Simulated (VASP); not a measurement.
# HC28 (a cell with a defect) in VASP: further runs

The runs below take HC28 (a cell with a defect) through single point, with PBE.

Program: VASP 6.6.1. These are calculated values, not measurements. Logs are shortened: lines on timing, memory, paths and dates and some standing lists are left out, and cuts for length are marked.

## (1) The cell of the first run

The cell holds a defect, 29 atoms: a = 6.526 Å, b = 6.526 Å, c = 8.465 Å, α = 90.00°, β = 90.00°, γ = 120.00°.

## (2) Single point, PBE

INCAR

```
ALGO = Normal
EDIFF = 1E-6
ENCUT = 520
GGA = PE
ISIF = 2
ISMEAR = 0
LASPH = T
LCHARG = F
LREAL = Auto
LWAVE = F
NBANDS = 76
NELM = 60
PREC = Accurate
SIGMA = 0.1
```

KPOINTS

```
k-points
0
Gamma
  4 4 3
```

POSCAR

```
HC28
1.0
    1.2332663983     -6.4082401833      0.0000000000
    4.9330655932      4.2721601222      0.0000000000
    0.0000000000      0.0000000000      8.4654490661
C H
28 1
Direct
    0.8547947763      0.2625569742      0.2566350315
    0.4262289501      0.1196599458      0.2566141228
   -0.0023104012     -0.0231889467      0.2568036036
    0.7119127168      0.5482088479      0.2566370377
    0.2833481188      0.4053610752      0.2565664319
    0.5690242853      0.8339272470      0.2567953760
    0.1405137616      0.6910692978      0.2565302443
    0.8647557968      0.3161612239      0.7450637508
    0.4364027545      0.1740967017      0.7378796944
    0.0136314362      0.0360181923      0.7503069094
    0.7211475910      0.5969119821      0.7503723464
    0.2943576005      0.4603859207      0.7450792354
    0.5745180172      0.8893966542      0.7504548736
    0.1501280832      0.7456954681      0.7450902699
    0.6643084226      0.3101186139      0.2565923554
    0.2357869701      0.1673050457      0.2566137029
    0.8071672207      0.0244539053      0.2568514651
    0.5214269923      0.5958177695      0.2566759385
    0.0928922498      0.4529904385      0.2565040580
    0.3785631071      0.8815527795      0.2566243515
    0.9500266752      0.7386731283      0.2566369626
    0.9108677217      0.5523709418      0.7456732881
    0.4848684223      0.4120899181      0.7428518063
    0.0581754243      0.2702757176      0.7455949146
    0.7697929201      0.8407805562      0.7869016118
    0.3402675165      0.6996692930      0.7456755233
    0.6259661636      0.1256536932      0.7429334368
    0.1984088896      0.9845026584      0.7428867233
    0.7700630574      0.8409561114     -0.0797817025
```

Potentials or basis: VASP PAW PBE potentials, release 64 (C, H).

Started as:

```bash
$ cat potpaw_PBE.64/C/POTCAR potpaw_PBE.64/H/POTCAR > POTCAR
$ mpirun -np 1 vasp_std > vasp.out
```

OUTCAR:

```text
EDIFF = 1E-6
   ENCUT = 520
   GGA = PE
   ISIF = 2
   ISMEAR = 0
   LASPH = T
   LREAL = Auto
   NELM = 60
   PREC = Accurate

 ion  position               nearest neighbor table
   1  0.855  0.263  0.257-  15 1.42  19 1.42  17 1.42
   2  0.426  0.120  0.257-  16 1.42  15 1.42  20 1.42
   3  0.998  0.977  0.257-  16 1.42  21 1.42  17 1.42
   4  0.712  0.548  0.257-  15 1.42  18 1.42  21 1.42
   5  0.283  0.405  0.257-  16 1.42  18 1.42  19 1.42
   6  0.569  0.834  0.257-  20 1.42  18 1.42  17 1.42
[... 16 lines left out ...]
  23  0.485  0.412  0.743-  11 1.41   9 1.42  12 1.43
  24  0.058  0.270  0.746-  10 1.41  12 1.42   8 1.44
  25  0.770  0.841  0.787-  29 1.13  11 1.49  10 1.49  13 1.49
  26  0.340  0.700  0.746-  13 1.41  14 1.42  12 1.44
  27  0.626  0.126  0.743-  13 1.41   9 1.42   8 1.43
  28  0.198  0.985  0.743-  10 1.41   9 1.42  14 1.43
  29  0.770  0.841  0.920-  25 1.13

  LATTYP: Found a hexagonal cell.
 ALAT       =     6.5258323803
 C/A-ratio  =     1.2972213463

  Lattice vectors:

 A1 = (   1.2332663983,  -6.4082401833,   0.0000000000)
 A2 = (   4.9330655932,   4.2721601222,   0.0000000000)
 A3 = (   0.0000000000,   0.0000000000,   8.4654490661)

Analysis of symmetry for initial positions (statically):
=====================================================================
 Subroutine PRICEL returns:
 Original cell was already a primitive cell.

 Routine SETGRP: Setting up the symmetry group for a
 hexagonal supercell.

 Subroutine GETGRP returns: Found  1 space group operations
 (whereof  1 operations were pure point group operations)
 out of a pool of 24 trial point group operations.

The static configuration has the point symmetry C_1 .

Analysis of symmetry for dynamics (positions and initial velocities):
=====================================================================
 Subroutine PRICEL returns:
 Original cell was already a primitive cell.

 Routine SETGRP: Setting up the symmetry group for a
 hexagonal supercell.

 Subroutine GETGRP returns: Found  1 space group operations
 (whereof  1 operations were pure point group operations)
 out of a pool of 24 trial point group operations.

The dynamic configuration has the point symmetry C_1 .

 Subroutine INISYM returns: Found  1 space group operations
 (whereof  1 operations are pure point group operations),
[... 152 lines left out ...]
   EDIFFG = 0.1E-04   stopping-criterion for IOM
   NSW    =      0    number of steps for IOM
   IBRION =     -1    ionic relax: 0-MD 1-quasi-New 2-CG
   NFREE  =      0    steps in history (QN), initial steepest desc. (CG)
   ISIF   =      2    stress and relaxation
   ISYM   =      2    0-nonsym 1-usesym 2-fastsym
   POTIM  = 0.5000    time-step for ionic-motion
   TEBEG  =    0.0;   TEEND  =   0.0 temperature during run
   PSTRESS=    0.0 pullay stress
   NELECT =     113.0000    total number of electrons
   NUPDOWN=      -1.0000    fix difference up-down
   EMIN   =  10.00;   EMAX   =-10.00  energy-range for DOS
   EFERMI =   0.00;   METHOD = LEGACY
   ISMEAR =     0;   SIGMA  =   0.10  broadening in eV -4-tet -1-fermi 0-gaus
   EFERMI_NEDOS =   21; number of points for ismear=-14 and -15
   IALGO  =     38    algorithm
   IMIX   =      4    mixing-type and parameters
     AMIX     =   0.40;   BMIX     =  1.00
     AMIX_MAG =   1.60;   BMIX_MAG =  1.00
  volume/ion in A,a.u.               =      10.77        72.65
  Fermi-wavevector in a.u.,A,eV,Ry     =   1.166676  2.204697 18.519328  1.361132
  Thomas-Fermi vector in A             =   2.303186
   LORBIT       =      0    0 simple, 1 ext, 2 COOP (PROOUT), +10 PAW based schemes
   GGA     = PE    functional components
   LHFCALC =     F    Hartree Fock is set to
   AEXX    =    0.0000 exact exchange contribution
   IVDW    =     0    specifies the selected vdW correction
   LEPSILON=     F    determine dielectric tensor
   LRPA    =     F    only Hartree local field effects (RPA)
 non-spin polarized calculation
 Gauss-broadening in eV      SIGMA  =   0.10
  energy-cutoff  :      520.00
  volume of cell :      312.21
 maximum number of plane-waves:      8422
 NGX is ok and might be reduce to    50
   NGX = 25   NGY = 25   NGZ = 31

 number of electron     112.9999999 magnetization

 Free energy of the ion-electron system (eV)
  ---------------------------------------------------
  ext. energy  EPLUGINS =         0.00000000
  ---------------------------------------------------
  free energy    TOTEN  =      -260.21095418 eV

  energy without entropy =     -260.17462518  energy(sigma->0) =     -260.19278968

 E-fermi :   3.1525     XC(G=0):  -8.8339

 val. band max:        3.1069151432   @ k =  -0.0000   0.5000   0.3333
 cond. band min:       3.2057617801   @ k =  -0.0000   0.2500   0.0000
 fundamental gap:      0.0988466369
 Fermi energy:         3.1525447805

 k-point     1 :       0.0000    0.0000    0.0000
  band No.  band energies     occupation
      1     -16.6852      2.00000
      2     -16.4997      2.00000
      3     -13.3983      2.00000
      4     -13.3899      2.00000
      5     -13.3890      2.00000
      6     -13.3803      2.00000
[... 1693 lines left out ...]
     67       8.4501      0.00000
     68       8.7002      0.00000

 [... further k-points ...]

 [bands above 68 left out]

------------------------ aborting loop because EDIFF is reached ----------------------------------------

  FORCE on cell =-STRESS in cart. coord.  units (eV):
  Direction    XX          YY          ZZ          XY          YZ          ZX
  --------------------------------------------------------------------------------------
  -------------------------------------------------------------------------------------
  Total        4.0881421      4.0930354      0.1280153     -0.0015229      0.0035937     -0.0098144
  in kB       20.9789672     21.0040781      0.6569316     -0.0078151      0.0184418     -0.0503643
  external PRESSURE =      14.2133256 kB  Pullay stress =       0.0000000 kB

 VOLUME and BASIS-vectors are now :
 -----------------------------------------------------------------------------
  energy-cutoff  :      520.00
  volume of cell :      312.21
      direct lattice vectors                 reciprocal lattice vectors
     1.233266398 -6.408240183  0.000000000     0.115836402 -0.133756356  0.000000000
     4.933065593  4.272160122  0.000000000     0.173754604  0.033439089  0.000000000
     0.000000000  0.000000000  8.465449066     0.000000000  0.000000000  0.118127224

 POSITION                                       TOTAL-FORCE (eV/Angst)
 -----------------------------------------------------------------------------------
      2.34940     -4.35604      2.17253         0.000987     -0.003156      0.002952
      1.11594     -2.22017      2.17235        -0.002380      0.002726     -0.000887
      6.04909     -2.22034      2.17396         0.017387     -0.003145     -0.009929
      3.58233     -2.22007      2.17255        -0.005182     -0.000282      0.006840
      2.34912     -0.08400      2.17195        -0.012325      0.002623     -0.000809
      4.81558     -0.08377      2.17389        -0.002921      0.005048     -0.007607
[... 21 lines left out ...]
      5.10131      2.93450      6.28887         0.003816     -0.015396     -0.004433
      5.09818     -1.34205      7.79006        -0.002490      0.002641      0.046321
 -----------------------------------------------------------------------------------
    total drift:                                0.017828      0.007284      0.020043

  FREE ENERGIE OF THE ION-ELECTRON SYSTEM (eV)
  ---------------------------------------------------
  free  energy   TOTEN  =      -260.2109541824 eV

  energy  without entropy=     -260.1746251801  energy(sigma->0) =     -260.19278968
```

stdout:

```text
POSCAR found type information on POSCAR C H
 POSCAR found :  2 types and      29 ions
 scaLAPACK will be used
 LDA part: xc-table for (Slater+PW92), standard interpolation
 POSCAR, INCAR and KPOINTS ok, starting setup
 FFT: planning ... GRIDC
 FFT: planning ... GRID_SOFT
 FFT: planning ... GRID
 WAVECAR not read
 entering main loop
```

Run time: 25 min. Hardware: 1 thread of Oxide Virtual Turin-like, shared host; peak memory 0.57 GiB.

Results:

| Item | Value |
| --- | --- |
| Free energy | -260.2110 eV |
| Pressure | 1.4 GPa |
| Largest force | 0.046 eV/Å |

Forces in eV/Å, atoms in the order of the input:
```
C    0.001 -0.003  0.003
C   -0.002  0.003 -0.001
C    0.017 -0.003 -0.010
C   -0.005  0.000  0.007
C   -0.012  0.003 -0.001
C   -0.003  0.005 -0.008
C    0.001 -0.005  0.004
C    0.002 -0.011  0.000
C   -0.006 -0.005 -0.009
C   -0.009  0.002  0.004
C    0.009  0.012  0.004
C    0.007 -0.004 -0.007
C    0.002 -0.016  0.006
C    0.006  0.010 -0.004
C   -0.007 -0.001 -0.001
C    0.006 -0.007  0.005
C    0.006  0.009 -0.007
C   -0.005  0.004 -0.005
C   -0.001  0.002  0.006
C   -0.005 -0.003  0.002
C    0.005 -0.007  0.003
C   -0.008 -0.003 -0.009
C   -0.008  0.011 -0.001
C    0.006  0.006 -0.007
C   -0.001  0.003 -0.004
C   -0.005  0.001 -0.008
C    0.008  0.010 -0.004
C    0.004 -0.015 -0.004
H   -0.002  0.003  0.046
```

Levels at points of the mesh, in eV from the Fermi level:
```tsv
k point	band 54	band 55	band 56	band 57	band 58	band 59	band 60	band 61
(0.00, 0.00, 0.00)	-3.36	-3.00	-3.00	0.19	2.95	3.61	3.62	3.63
(0.50, 0.00, 0.00)	-1.97	-1.90	-1.68	-0.05	1.13	1.15	1.35	1.38
(0.00, 0.50, 0.00)	-1.99	-1.89	-1.65	-0.05	1.12	1.13	1.35	1.39
(0.50, 0.50, 0.00)	-1.97	-1.90	-1.68	-0.06	1.11	1.14	1.26	1.40
```

## (3) Single point, PBE

INCAR

```
PREC = Accurate
ENCUT = 520
EDIFF = 1E-6
ISMEAR = 0
SIGMA = 0.1
LREAL = Auto
LASPH = True
NELM = 60
ALGO = Normal
ISIF = 2
LWAVE = False
LCHARG = False
GGA = PE
NBANDS = 76
```

KPOINTS

```
regular mesh
0
Gamma
  4 4 3
```

POSCAR

```
HC28
1.0
    1.2332663983     -6.4082401833      0.0000000000
    4.9330655932      4.2721601222      0.0000000000
    0.0000000000      0.0000000000      8.4654490661
C H
28 1
Direct
    0.8544042076      0.2613938485      0.2501178595
    0.4258383782      0.1184968710      0.2500969510
   -0.0027009906     -0.0243519890      0.2502864270
    0.7115220522      0.5470457894      0.2501198676
    0.2829574681      0.4041979627      0.2500492276
    0.5686336274      0.8327641660      0.2502782763
    0.1401231776      0.6899062518      0.2500130806
    0.8643651528      0.3149981430      0.7385466443
    0.4360120850      0.1729336313      0.7313625009
    0.0132408540      0.0348551010      0.7437897211
    0.7207569873      0.5957489457      0.7438551636
    0.2939670467      0.4592228253      0.7385621189
    0.5741274268      0.8882336659      0.7439377345
    0.1497374230      0.7445323396      0.7385731048
    0.6639178378      0.3089556404      0.2500752156
    0.2353963577      0.1661420401      0.2500965966
    0.8067766293      0.0232908908      0.2503342686
    0.5210363223      0.5946546536      0.2501587315
    0.0925016343      0.4518273273      0.2499868564
    0.3781724901      0.8803897887      0.2501072280
    0.9496361041      0.7375101007      0.2501198676
    0.9104772163      0.5512079642      0.7391561807
    0.4844777918      0.4109267919      0.7363347120
    0.0577849295      0.2691127379      0.7390777443
    0.7694023654      0.8396174423      0.7803844720
    0.3398768756      0.6985062746      0.7391584252
    0.6255756497      0.1244906560      0.7364163379
    0.1980183460      0.9833395758      0.7363695595
    0.7696724682      0.8397929703     -0.0862989068
```

Potentials or basis: VASP PAW PBE potentials, release 64 (C, H).

Started as:

```bash
$ cat potpaw_PBE.64/C/POTCAR potpaw_PBE.64/H/POTCAR > POTCAR
$ mpirun -np 1 vasp_std > vasp.out
```

Run time: 23 min. Hardware: 1 thread of Oxide Virtual Turin-like, shared host; peak memory 0.58 GiB.

Results (log left out):

| Quantity | Value |
| --- | --- |
| Free energy | -260.2092 eV |
| Pressure | 1.4 GPa |
| Largest force | 0.047 eV/Å |

Forces in eV/Å, atoms in the order of the input:
```
C    0.005 -0.003  0.002
C    0.002  0.012  0.000
C    0.018 -0.001 -0.011
C   -0.009 -0.005  0.000
C   -0.014 -0.003  0.000
C    0.000  0.001 -0.007
C   -0.002 -0.002  0.001
C    0.004 -0.004 -0.003
C   -0.009 -0.005 -0.011
C   -0.010  0.005  0.006
C    0.009  0.012  0.007
C    0.012 -0.006 -0.005
C   -0.006 -0.017  0.001
C    0.003  0.012 -0.005
C   -0.014 -0.003 -0.001
C    0.003 -0.010  0.002
C    0.004  0.005 -0.007
C   -0.009  0.004 -0.002
C    0.007  0.003  0.005
C    0.000  0.010  0.000
C    0.006 -0.006  0.002
C   -0.005 -0.002 -0.008
C   -0.015  0.008  0.003
C    0.006 -0.001  0.001
C    0.000  0.005 -0.010
C   -0.001  0.001  0.003
C    0.017  0.010 -0.006
C    0.001 -0.019 -0.004
H   -0.002  0.001  0.046
```

Stress tensor (GPa, compression positive):
```
2.08 0.00 0.01
0.00 2.10 0.00
0.01 0.00 0.06
```

Levels at points of the mesh, in eV from the Fermi level:
```csv
k point,band 53,band 54,band 55,band 56,band 57,band 58,band 59,band 60,band 61,band 62
"(0.00, 0.00, 0.00)",-3.36,-3.36,-3.00,-3.00,0.19,2.95,3.61,3.62,3.63,3.64
"(0.50, 0.00, 0.00)",-2.22,-1.97,-1.90,-1.68,-0.05,1.13,1.15,1.35,1.38,1.52
"(0.00, 0.50, 0.00)",-2.23,-1.99,-1.89,-1.65,-0.05,1.12,1.13,1.35,1.39,1.52
"(0.50, 0.50, 0.00)",-2.20,-1.97,-1.90,-1.68,-0.06,1.11,1.14,1.26,1.40,1.61
```
